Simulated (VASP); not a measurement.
Mg:

```
Mg
1.0
     0.00000    2.24426    2.24426
     2.24426    0.00000    2.24426
     2.24426    2.24426    0.00000
Mg
1
Direct
  0.00000 0.00000 0.00000
```

| Quantity | Value |
| --- | --- |
| Program | VASP 6.6.1 |
| Task | relaxation of cell and atoms |
| Functional | revPBE |
| Potentials or basis | VASP PAW PBE potentials, release 64 (Mg) |
| Cutoff | 600 eV |
| k mesh | 10 × 10 × 10 |
| Occupations | fermi-dirac, width 0.05 eV |
| Spin | no spin polarisation |

At the start: pressure 1.6 GPa; volume 22.61 Å³/atom.

Question: How do energy, volume and symmetry change on relaxing?

Answer: Over 3 steps the energy falls by 4.8 meV/atom and the volume is 23.62 Å³/atom (+4.5 %); space group Fm-3m (No. 225, to 0.05 Å).

Step by step:
```tsv
step	energy change (eV)	largest force (eV/Å)	pressure (GPa)	volume (Å³)
1	0.0000	0.0000	1.62	22.61
2	-0.0046	0.0000	0.36	23.36
3	-0.0048	0.0000	-0.02	23.62
```

Final structure:
```xyz
1
Lattice="0.0000 2.2772 2.2772 2.2772 0.0000 2.2772 2.2772 2.2772 0.0000" Properties=species:S:1:pos:R:3 pbc="T T T"
Mg    0.0000    0.0000    0.0000
```

Caveat: the PAW data sets were made with another functional, which shifts forces and pressure a little.
